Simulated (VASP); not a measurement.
Write the native input for VASP 6.6.1 that does the following.

```
Task                   : single point
Functional             : PBE
Potentials or basis    : VASP PAW PBE potentials, release 64 (Hf_pv, Si, O)
Cutoff                 : 520 eV
k mesh                 : 6 × 6 × 6
Occupations            : gaussian, width 0.05 eV
Spin                   : no spin polarisation
Dipole correction      : no
Further INCAR settings : ALGO = Normal; EDIFF = 1e-06; NBANDS = 50
```

The structure of HfSiO4 lies in POSCAR:

```
HfSiO4
1.0
   -3.2191648498      3.2191648498      2.9207339417
    3.2191648498     -3.2191648498      2.9207339417
    3.2191648498      3.2191648498     -2.9207339417
Hf Si O
2 2 8
Direct
    0.7500000000      0.2500000000      0.5000000000
    0.0000000000      0.0000000000      0.0000000000
    0.2500000000      0.7500000000      0.5000000000
    0.5000000000      0.5000000000      0.0000000000
    0.1353000000      0.3198000000      0.8155000000
    0.0698000000      0.7543000000      0.6845000000
    0.5043000000      0.3198000000      0.1845000000
    0.0698000000      0.3853000000      0.3155000000
    0.6147000000      0.9302000000      0.6845000000
    0.6802000000      0.8647000000      0.1845000000
    0.2457000000      0.9302000000      0.3155000000
    0.6802000000      0.4957000000      0.8155000000
```

The input as run:

INCAR

```
PREC = Accurate
ENCUT = 520
EDIFF = 1E-6
ISMEAR = 0
SIGMA = 0.05
LREAL = False
LASPH = True
NELM = 60
ALGO = Normal
ISIF = 2
LWAVE = False
LCHARG = False
GGA = PE
NBANDS = 50
```

KPOINTS

```
Automatic mesh
0
Gamma
  6 6 6
```

Potentials or basis: VASP PAW PBE potentials, release 64 (Hf_pv, Si, O).

Run with:

```console
$ cat potpaw_PBE.64/Hf_pv/POTCAR potpaw_PBE.64/Si/POTCAR potpaw_PBE.64/O/POTCAR > POTCAR
$ mpirun -np 1 vasp_std > vasp.out
```

It gave:

The pressure is 24.0 GPa, the largest force is 1.134 eV/Å and the band gap on the k mesh is 5.71 eV (least direct gap 6.11 eV).

Caveat: the cell stands under pressure; spin-orbit coupling is left out, which moves the levels of the heavy elements; forces of over 1 eV/Å act on the atoms, so gaps and moduli don't describe the material at rest.

Run time: 2.8 min on 1 thread of Intel(R) Xeon(R) Platinum 8488C (Sapphire Rapids), on a shared host, peak memory 0.32 GiB.
